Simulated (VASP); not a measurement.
The system is Rh.

```
CELL_PARAMETERS angstrom
2.47000 0.00000 0.00000
0.00000 2.47000 0.00000
0.00000 0.00000 2.47000
ATOMIC_POSITIONS crystal
Rh 0.00000 0.00000 0.00000
```

| Item | Value |
| --- | --- |
| Program | VASP 6.6.1 |
| Task | relaxation of cell and atoms |
| Functional | LDA |
| Potentials or basis | VASP PAW LDA potentials, release 64 (Rh_pv) |
| Cutoff | 500 eV |
| k mesh | 17 × 17 × 17 |
| Occupations | fermi-dirac, width 0.05 eV |
| Spin | no spin polarisation |

At the start: pressure 3.5 GPa; volume 15.07 Å³/atom.

How do energy, volume and symmetry change on relaxing?

Over 3 steps the energy falls by 2.5 meV/atom and the volume is 15.30 Å³/atom (+1.5 %); space group Pm-3m (No. 221, to 0.05 Å).

The path:
```
step  energy change (eV)  largest force (eV/Å)  pressure (GPa)  volume (Å³)
   1              0.0000                0.0000            3.54        15.07
   2              0.0091                0.0000           -7.00        15.81
   3             -0.0025                0.0000           -0.01        15.30
```

Final structure:
```yaml
crystal:
  lattice:
    - [2.48237, 0.00000, 0.00000]
    - [0.00000, 2.48237, 0.00000]
    - [0.00000, 0.00000, 2.48237]
  atoms:
    - { symbol: Rh, position: [0.00000, 0.00000, 0.00000] }
```
